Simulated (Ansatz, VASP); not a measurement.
**Ca3SbP in VASP and in Ansatz**

```xyz
5
Lattice="5.3829 0.0000 0.0000 0.0000 5.3829 0.0000 0.0000 0.0000 5.3829" Properties=species:S:1:pos:R:3 pbc="T T T"
Ca   -0.0618    2.6915    2.6915
Ca    2.4455    0.0000    2.6915
Ca    2.4455    2.6915    0.0000
Sb    0.1890    0.0000    0.0000
P     2.6652    2.6915    2.6915
```

Change from the starting cell: mode 1 frozen in at -0.240 Å, equal normal strain along x, y and z +0.0250.

Alike in both runs: task single point; functional LDA; k mesh 6 × 6 × 6; occupations gaussian, width 0.05 eV; no spin polarisation.

```csv
,VASP,Ansatz
version,VASP 6.6.1,Ansatz 0.2.0
potentials or method,"VASP PAW LDA potentials, release 64 (Ca_sv, Sb, P), cutoff 520 eV","scalar-relativistic, plane waves, PAW"
valence electrons in the cell,40,50
```

Ansatz gave:

| Item | Value |
| --- | --- |
| gap on the k mesh at the Fermi level (eV) | 0.79 |
| least direct gap on the mesh (eV) | 0.79 |
| pressure (GPa) | -2.4 |
| traceless stress, the component that is largest in VASP (GPa) | 0.76 |
| rms of the force components (eV/Å) | 0.037 |

Question: Which values does VASP return?

Answer: gap on the k mesh at the Fermi level (eV): 0.81; least direct gap on the mesh (eV): 0.81; pressure (GPa): -2.3; traceless stress, the component that is largest in VASP (GPa): 0.76; rms of the force components (eV/Å): 0.035.

LDA's correlation is that of Perdew and Zunger in VASP and of Perdew and Wang (1992) in Ansatz. Atom by atom the forces differ by 0.003 eV/Å (rms over components). VASP's potentials hold 40 valence electrons a cell and Ansatz's 50, so a difference there can come from the potentials and not from the codes.

Spin-orbit coupling is off throughout.
